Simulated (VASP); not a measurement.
Here is a VASP 6.6.1 calculation.

Contents of INCAR:

```
SYSTEM = LiSe4
PREC = Accurate
ENCUT = 520
EDIFF = 1E-6
ISMEAR = 0
SIGMA = 0.1
LREAL = .FALSE.
LASPH = .TRUE.
NELM = 100
ALGO = Normal
ISIF = 2
LWAVE = .FALSE.
LCHARG = .FALSE.
GGA = PE
NBANDS = 22
```

KPOINTS

```
Automatic mesh
0
G
  6 6 4
  0 0 0
```

The input POSCAR:

```
LiSe4
1.0
    3.8512521051     -0.0477238079      0.0028622249
   -0.1088423254      3.8468821521      0.1101529743
    0.0042648163     -0.1942819535      8.1972432815
Li Se
1 4
Direct
    0.4999688869      0.0001209915      0.7500597921
    0.5007792315      0.5002574572      0.4973172842
    0.4991482665      0.4999924927      0.0027952105
    0.0009301112      0.9999425439      0.4973204433
   -0.0009885261      0.0002964747      0.0027932699
```

Potentials or basis: VASP PAW PBE potentials, release 64 (Li_sv, Se).

The run is started by

```console
$ cat potpaw_PBE.64/Li_sv/POTCAR potpaw_PBE.64/Se/POTCAR > POTCAR
$ mpirun -np 1 vasp_std > vasp.out
```

Estimate the band gap on the k mesh.

zero (an odd number of electrons rules out a gap without spin polarisation).

Predict the largest force.

0.006 eV/Å.

Forces in eV/Å, atoms in the order of the input:
```
Li   0.000  0.000  0.000
Se   0.002 -0.002  0.004
Se  -0.002  0.002 -0.004
Se  -0.003  0.004  0.004
Se   0.003 -0.004 -0.004
```

Caveat: an odd number of electrons without spin polarisation forces a metal; a magnetic or distorted state may lie lower.
